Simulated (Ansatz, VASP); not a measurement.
**One calculation of Ge, two programs**

```
Ge
1.0
     0.00000    2.81535    3.37729
     2.81535    0.00000    3.37729
     2.81535    2.81535    0.00000
Ge
2
Cartesian
  2.8153 2.8153 3.3773
  4.2230 4.2230 5.0659
```

Alike in both runs: task single point; functional PBE; k mesh 14 × 14 × 14; occupations gaussian, width 0.15 eV; no spin polarisation.

```csv
,VASP,Ansatz
version,VASP 6.6.1,Ansatz 0.2.0
potentials or method,"VASP PAW PBE potentials, release 64 (Ge_d), cutoff 520 eV","scalar-relativistic, plane waves, PAW"
valence electrons in the cell,28,28
```

|  | VASP | Ansatz | Ansatz less VASP |
| --- | --- | --- | --- |
| gap on the k mesh at the Fermi level (eV) | none | none | - |
| pressure (GPa) | -4.6 | -4.6 | +0.02 |
| traceless stress, the component that is largest in VASP (GPa) | -7.60 | -7.59 | +0.009 |

A gap of «none» marks a metal or a gap that the smearing closes. The functional is the same, so the differences come from potentials, cutoffs and numerics.
